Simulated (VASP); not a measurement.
# BaS (P6_3/mmc) in VASP: a series of runs

The runs below take BaS through relaxation of shape and atoms at fixed volume, with PBE.

All numbers are computed with VASP 6.6.1; they aren't measurements. Logs are shortened: lines on timing, memory, paths and dates and some standing lists are left out, and cuts for length are marked.

### Step 1. The cell of the first run

Symmetry: P6_3/mmc, No. 194, hexagonal system. The conventional cell has a = 4.522 Å, b = 4.522 Å, c = 7.900 Å, α = 90.00°, β = 90.00°, γ = 120.00°. Within 4.3 Å of Ba (site symmetry -6m2) lie 6 S at 3.27 Å. S (site symmetry -3m) has 6 Ba at 3.27 Å and 2 S at 3.95 Å within 4.3 Å.

### Step 2. Relaxation of shape and atoms at fixed volume, PBE (34.97 Å³/atom)

The input, INCAR:

```
SYSTEM = BaS
PREC = Accurate
ENCUT = 600
EDIFF = 1E-6
ISMEAR = 0
SIGMA = 0.05
LREAL = .False.
LASPH = .True.
NELM = 80
ALGO = Normal
ISIF = 4
LWAVE = .False.
LCHARG = .False.
GGA = PE
IBRION = 2
NSW = 60
EDIFFG = -0.01
```

The input, KPOINTS:

```
regular mesh
0
Gamma
  8 8 6
  0 0 0
```

The input, POSCAR:

```
BaS
1.0
    4.5218538673      0.0000000000      0.0000000000
   -2.2609269336      3.9160403213      0.0000000000
    0.0000000000      0.0000000000      7.8998360182
Ba S
2 2
Direct
    0.3333333333      0.6666666667      0.2500000000
    0.6666666667      0.3333333333      0.7500000000
    0.0000000000      0.0000000000      0.0000000000
    0.0000000000      0.0000000000      0.5000000000
```

Potentials or basis: VASP PAW PBE potentials, release 64 (Ba_sv, S).

The run is started by

```bash
> cat potpaw_PBE.64/Ba_sv/POTCAR potpaw_PBE.64/S/POTCAR > POTCAR
> mpirun -np 1 vasp_std > vasp.out
```

OUTCAR:

```text
SYSTEM = BaS
   PREC = Accurate
   ENCUT = 600
   EDIFF = 1E-6
   ISMEAR = 0
   LREAL = .False.
   LASPH = .True.
   NELM = 80
   ISIF = 4
   GGA = PE
   IBRION = 2
   NSW = 60
   EDIFFG = -0.01

 ion  position               nearest neighbor table
   1  0.333  0.667  0.250-   3 3.27   4 3.27   3 3.27   4 3.27   3 3.27   4 3.27   2 4.73   2 4.73
                             2 4.73   2 4.73   2 4.73   2 4.73
   2  0.667  0.333  0.750-   3 3.27   4 3.27   3 3.27   4 3.27   3 3.27   4 3.27   1 4.73   1 4.73
                             1 4.73   1 4.73   1 4.73   1 4.73
   3  0.000  0.000  0.000-   1 3.27   2 3.27   1 3.27   2 3.27   2 3.27   1 3.27
   4  0.000  0.000  0.500-   1 3.27   2 3.27   1 3.27   2 3.27   2 3.27   1 3.27

  LATTYP: Found a hexagonal cell.
 ALAT       =     4.5218538673
 C/A-ratio  =     1.7470347893

  Lattice vectors:

 A1 = (   4.5218538673,   0.0000000000,   0.0000000000)
 A2 = (  -2.2609269336,   3.9160403213,   0.0000000000)
 A3 = (   0.0000000000,   0.0000000000,   7.8998360182)

Analysis of symmetry for initial positions (statically):
=====================================================================
 Subroutine PRICEL returns:
 Original cell was already a primitive cell.

 Routine SETGRP: Setting up the symmetry group for a
 hexagonal supercell.

 Subroutine GETGRP returns: Found 24 space group operations
 (whereof 12 operations were pure point group operations)
 out of a pool of 24 trial point group operations.

The static configuration has the point symmetry D_3d.
 The point group associated with its full space group is D_6h.

Analysis of symmetry for dynamics (positions and initial velocities):
=====================================================================
 Subroutine PRICEL returns:
 Original cell was already a primitive cell.

 Routine SETGRP: Setting up the symmetry group for a
 hexagonal supercell.

 Subroutine GETGRP returns: Found 24 space group operations
 (whereof 12 operations were pure point group operations)
 out of a pool of 24 trial point group operations.

The dynamic configuration has the point symmetry D_3d.
 The point group associated with its full space group is D_6h.

 Subroutine INISYM returns: Found 24 space group operations
 (whereof 12 operations are pure point group operations),
 and found     1 'primitive' translations

----------------------------------------------------------------------------------------

                                     Primitive cell

  volume of cell :     139.8884

  direct lattice vectors                    reciprocal lattice vectors
     4.521853867  0.000000000  0.000000000     0.221148235  0.127679993  0.000000000
    -2.260926934  3.916040321  0.000000000     0.000000000  0.255359986  0.000000000
     0.000000000  0.000000000  7.899836018     0.000000000  0.000000000  0.126584906

  length of vectors
     4.521853867  4.521853867  7.899836018     0.255359986  0.255359986  0.126584906

  position of ions in fractional coordinates (direct lattice)
     0.333333333  0.666666667  0.250000000
     0.666666667  0.333333333  0.750000000
     0.000000000  0.000000000  0.000000000
     0.000000000  0.000000000  0.500000000

  ion indices of the primitive-cell ions
   primitive index   ion index
                 1           1
                 2           2
                 3           3
                 4           4

----------------------------------------------------------------------------------------

 KPOINTS: regular mesh

Automatic generation of k-mesh.
 Grid dimensions read from file:
 generate k-points for:    8    8    6

 Generating k-lattice:

  Cartesian coordinates                     Fractional coordinates (reciprocal lattice)
     0.027643529  0.015959999  0.000000000     0.125000000  0.000000000  0.000000000
     0.000000000  0.031919998  0.000000000     0.000000000  0.125000000  0.000000000
     0.000000000  0.000000000  0.021097484     0.000000000  0.000000000  0.166666667

  Length of vectors
     0.031919998  0.031919998  0.021097484

  Shift w.r.t. Gamma in fractional coordinates (k-lattice)
     0.000000000  0.000000000  0.000000000

 Subroutine IBZKPT returns following result:
 ===========================================

 Found     40 irreducible k-points:

 Following reciprocal coordinates:
            Coordinates               Weight
  0.000000  0.000000  0.000000      1.000000
  0.125000  0.000000  0.000000      6.000000
  0.250000  0.000000  0.000000      6.000000
  0.375000  0.000000  0.000000      6.000000
  0.500000  0.000000  0.000000      3.000000
  0.125000  0.125000  0.000000      6.000000
[... 16 lines left out ...]
  0.250000  0.000000  0.333333     12.000000
  0.375000  0.000000  0.333333     12.000000
 [... further k-points ...]
   k-points           NKPTS =     40   k-points in BZ     NKDIM =     40   number of bands    NBANDS=     20
   number of dos      NEDOS =    301   number of ions     NIONS =      4
   total plane-waves  NPLWV =  82944
   dimension x,y,z NGX =    36 NGY =   36 NGZ =   64
   dimension x,y,z NGXF=    72 NGYF=   72 NGZF=  128
   ions per type =               2   2
   NGX,Y,Z   is equivalent  to a cutoff of  13.24, 13.24, 13.47 a.u.
   NGXF,Y,Z  is equivalent  to a cutoff of  26.47, 26.47, 26.94 a.u.
 SYSTEM =  BaS
   PREC   = accura    normal or accurate (medium, high low for compatibility)
   ISTART =      0    job   : 0-new  1-cont  2-samecut
   ICHARG =      2    charge: 1-file 2-atom 10-const
   ISPIN  =      1    spin polarized calculation?
   LNONCOLLINEAR =      F non collinear calculations
   LSORBIT =      F    spin-orbit coupling
   LASPH  =      T    aspherical Exc in radial PAW
   ENCUT  =  600.0 eV  44.10 Ry    6.64 a.u.   9.03  9.03 15.78*2*pi/ulx,y,z
   NELM   =     80;   NELMIN=  2; NELMDL= -5     # of ELM steps
   EDIFF  = 0.1E-05   stopping-criterion for ELM
   LREAL  =      F    real-space projection
   EDIFFG = -.1E-01   stopping-criterion for IOM
   NSW    =     60    number of steps for IOM
   IBRION =      2    ionic relax: 0-MD 1-quasi-New 2-CG
   NFREE  =      1    steps in history (QN), initial steepest desc. (CG)
   ISIF   =      4    stress and relaxation
   ISYM   =      2    0-nonsym 1-usesym 2-fastsym
   POTIM  = 0.5000    time-step for ionic-motion
   TEBEG  =    0.0;   TEEND  =   0.0 temperature during run
   PSTRESS=    0.0 pullay stress
   NELECT =      32.0000    total number of electrons
   NUPDOWN=      -1.0000    fix difference up-down
   EMIN   =  10.00;   EMAX   =-10.00  energy-range for DOS
   EFERMI =   0.00;   METHOD = LEGACY
   ISMEAR =     0;   SIGMA  =   0.05  broadening in eV -4-tet -1-fermi 0-gaus
   EFERMI_NEDOS =   21; number of points for ismear=-14 and -15
   IALGO  =     38    algorithm
   IMIX   =      4    mixing-type and parameters
     AMIX     =   0.40;   BMIX     =  1.00
     AMIX_MAG =   1.60;   BMIX_MAG =  1.00
  volume/ion in A,a.u.               =      34.97       236.00
  Fermi-wavevector in a.u.,A,eV,Ry     =   1.001223  1.892038 13.639132  1.002448
  Thomas-Fermi vector in A             =   2.133631
   LORBIT       =      0    0 simple, 1 ext, 2 COOP (PROOUT), +10 PAW based schemes
   GGA     = PE    functional components
   LHFCALC =     F    Hartree Fock is set to
   AEXX    =    0.0000 exact exchange contribution
   IVDW    =     0    specifies the selected vdW correction
   LEPSILON=     F    determine dielectric tensor
   LRPA    =     F    only Hartree local field effects (RPA)
 conjugate gradient relaxation of ions
 non-spin polarized calculation
 Gauss-broadening in eV      SIGMA  =   0.05
  energy-cutoff  :      600.00
  volume of cell :      139.89
 maximum number of plane-waves:      4692
   NGX = 19   NGY = 19   NGZ = 31

 number of electron      32.0000005 magnetization

 Free energy of the ion-electron system (eV)
  ---------------------------------------------------
  ext. energy  EPLUGINS =         0.00000000
  ---------------------------------------------------
  free energy    TOTEN  =       -20.09877603 eV

  energy without entropy =      -20.09877603  energy(sigma->0) =      -20.09877603

 E-fermi :   1.8787     XC(G=0):  -8.3183

 val. band max:        1.6020067923   @ k =   0.0000   0.0000   0.0000
 cond. band min:       3.5722948191   @ k =   0.5000   0.0000   0.0000
 fundamental gap:      1.9702880269
 Fermi energy:         1.8786840204

 k-point     1 :       0.0000    0.0000    0.0000
  band No.  band energies     occupation
      1     -25.2267      2.00000
      2     -25.2032      2.00000
      3     -11.0728      2.00000
      4     -10.3113      2.00000
      5     -10.3113      2.00000
      6     -10.2910      2.00000
[... 12 lines left out ...]
     19       5.1702      0.00000
     20       5.1702      0.00000

 k-point     2 :       0.1250    0.0000    0.0000
  band No.  band energies     occupation
      1     -25.2220      2.00000
      2     -25.2003      2.00000
      3     -11.0114      2.00000
      4     -10.4581      2.00000
      5     -10.3612      2.00000
      6     -10.3329      2.00000
[... 12 lines left out ...]
     19       4.8932      0.00000
     20       5.4066      0.00000

 k-point     3 :       0.2500    0.0000    0.0000
  band No.  band energies     occupation
      1     -25.2105      2.00000
      2     -25.1934      2.00000
      3     -10.8425      2.00000
      4     -10.7541      2.00000
      5     -10.4840      2.00000
      6     -10.3757      2.00000
[... 12 lines left out ...]
     19       5.6724      0.00000
     20       6.1568      0.00000

 k-point     4 :       0.3750    0.0000    0.0000
  band No.  band energies     occupation
      1     -25.1981      2.00000
      2     -25.1873      2.00000
      3     -10.9836      2.00000
      4     -10.6176      2.00000
      5     -10.6013      2.00000
      6     -10.4145      2.00000
[... 429 lines left out ...]
 k-point    23 :       0.2500    0.0000    0.3333
  band No.  band energies     occupation
      1     -25.2062      2.00000
      2     -25.1977      2.00000
      3     -10.8185      2.00000
      4     -10.7628      2.00000
      5     -10.4515      2.00000
      6     -10.3603      2.00000
[... 12 lines left out ...]
     19       5.7403      0.00000
     20       5.9379      0.00000

 k-point    24 :       0.3750    0.0000    0.3333
  band No.  band energies     occupation
      1     -25.1954      2.00000
      2     -25.1900      2.00000
      3     -10.9384      2.00000
      4     -10.7955      2.00000
      5     -10.4455      2.00000
      6     -10.3949      2.00000
[... 12 lines left out ...]
     19       6.3763      0.00000
     20       6.5437      0.00000

 [... further k-points ...]

------------------------ aborting loop because EDIFF is reached ----------------------------------------

  FORCE on cell =-STRESS in cart. coord.  units (eV):
  Direction    XX          YY          ZZ          XY          YZ          ZX
  --------------------------------------------------------------------------------------
  -------------------------------------------------------------------------------------
  Total       -1.6262073     -1.6262073     -1.6597801     -0.0000000     -0.0000000      0.0000000
  in kB      -18.6253623    -18.6253623    -19.0098805     -0.0000000     -0.0000000      0.0000000
  external PRESSURE =     -18.7535350 kB  Pullay stress =       0.0000000 kB

 VOLUME and BASIS-vectors are now :
 -----------------------------------------------------------------------------
  energy-cutoff  :      600.00
  volume of cell :      139.89
      direct lattice vectors                 reciprocal lattice vectors
     4.521853867  0.000000000  0.000000000     0.221148235  0.127679993  0.000000000
    -2.260926934  3.916040321  0.000000000     0.000000000  0.255359986  0.000000000
     0.000000000  0.000000000  7.899836018     0.000000000  0.000000000  0.126584906

 POSITION                                       TOTAL-FORCE (eV/Angst)
 -----------------------------------------------------------------------------------
     -0.00000      2.61069      1.97496         0.000000     -0.000000      0.000000
      2.26093      1.30535      5.92488        -0.000000      0.000000      0.000000
      0.00000      0.00000      0.00000         0.000000     -0.000000      0.000000
      0.00000      0.00000      3.94992         0.000000     -0.000000      0.000000
 -----------------------------------------------------------------------------------
    total drift:                               -0.000000      0.000000     -0.000000

  FREE ENERGIE OF THE ION-ELECTRON SYSTEM (eV)
  ---------------------------------------------------
  free  energy   TOTEN  =       -20.0987760305 eV

  energy  without entropy=      -20.0987760305  energy(sigma->0) =      -20.09877603

 reached required accuracy - stopping structural energy minimisation
```

Run time: 3.2 min. Hardware: 1 thread of Intel Xeon 8259CL, shared host; peak memory 0.35 GiB.

Results:

| Property | Result |
| --- | --- |
| Free energy | -20.0988 eV |
| Pressure after relaxing | -1.9 GPa |
| Band gap on the k mesh | 1.97 eV (least direct gap 2.24 eV) |

Final structure:
```
CELL_PARAMETERS angstrom
4.52185 0.00000 0.00000
-2.26093 3.91604 0.00000
0.00000 0.00000 7.89984
ATOMIC_POSITIONS crystal
Ba 0.33333 0.66667 0.25000
Ba 0.66667 0.33333 0.75000
S 0.00000 0.00000 0.00000
S 0.00000 0.00000 0.50000
```

Caveat: spin-orbit coupling is left out, which moves the levels of the heavy elements.

### Step 3. Relaxation of shape and atoms at fixed volume, PBE (35.95 Å³/atom)

This run uses another cell than the first one, of 35.95 Å³/atom.

The input, INCAR:

```
SYSTEM = BaS
  PREC = Accurate
  ENCUT = 600
  EDIFF = 1E-7
  ISMEAR = 0
  SIGMA = 0.05
  LREAL = .FALSE.
  LASPH = .TRUE.
  NELM = 80
  ALGO = Normal
  ISIF = 4
  LWAVE = .FALSE.
  LCHARG = .FALSE.
  GGA = PE
  IBRION = 2
  NSW = 60
  EDIFFG = -0.01
```

The input, KPOINTS:

```
regular mesh
0
G
  8 8 6
  0 0 0
```

The input, POSCAR:

```
BaS
1.0
    4.5637252669      0.0000000000      0.0000000000
   -2.2818626334      3.9523020170      0.0000000000
    0.0000000000      0.0000000000      7.9729868099
Ba S
2 2
Direct
    0.3333333333      0.6666666667      0.2500000000
    0.6666666667      0.3333333333      0.7500000000
    0.0000000000      0.0000000000      0.0000000000
    0.0000000000      0.0000000000      0.5000000000
```

Potentials or basis: VASP PAW PBE potentials, release 64 (Ba_sv, S).

The run is started by

```bash
> cat potpaw_PBE.64/Ba_sv/POTCAR potpaw_PBE.64/S/POTCAR > POTCAR
> mpirun -np 1 vasp_std > vasp.out
```

It took 4.6 min on 1 thread of Intel Xeon 8259CL, shared host; peak memory 0.36 GiB.

It converged, with:

```yaml
Free_energy: -20.0429 eV
Energy_gained_by_relaxing: 0.0 meV/atom
Ionic_steps: 2
Pressure_after_relaxing: -2.7 GPa
Band_gap_on_the_k_mesh: 1.99 eV (least direct gap 2.25 eV)
```

Step by step:
| step | energy change (eV) | largest force (eV/Å) | pressure (GPa) | volume (Å³) |
| --- | --- | --- | --- | --- |
| 1 | 0.0000 | 0.0000 | -2.70 | 143.81 |
| 2 | -0.0002 | 0.0000 | -2.69 | 143.81 |

Final structure:
```xyz
4
Lattice="4.5668 0.0000 0.0000 -2.2834 3.9550 0.0000 0.0000 0.0000 7.9622" Properties=species:S:1:pos:R:3 pbc="T T T"
Ba    0.0000    2.6367    1.9905
Ba    2.2834    1.3183    5.9716
S     0.0000    0.0000    0.0000
S     0.0000    0.0000    3.9811
```

Levels at points of the mesh, in eV from the valence-band top:
```
           k point  band 12  band 13  band 14  band 15  band 16  band 17  band 18  band 19  band 20
(0.00, 0.00, 0.00)    -0.90    -0.90    -0.68    -0.68     0.00     2.42     3.01     3.55     3.55
(0.50, 0.00, 0.00)    -1.38    -1.32    -1.21    -0.59    -0.26     1.99     3.92     4.26     5.43
(0.00, 0.00, 0.50)    -1.41    -0.82    -0.82    -0.82    -0.82     3.65     3.65     3.85     3.85
(0.50, 0.00, 0.50)    -1.57    -1.15    -1.15    -0.91    -0.91     2.88     2.88     4.98     4.98
```

Caveat: spin-orbit coupling is left out, which moves the levels of the heavy elements. A k mesh can miss the band edges.
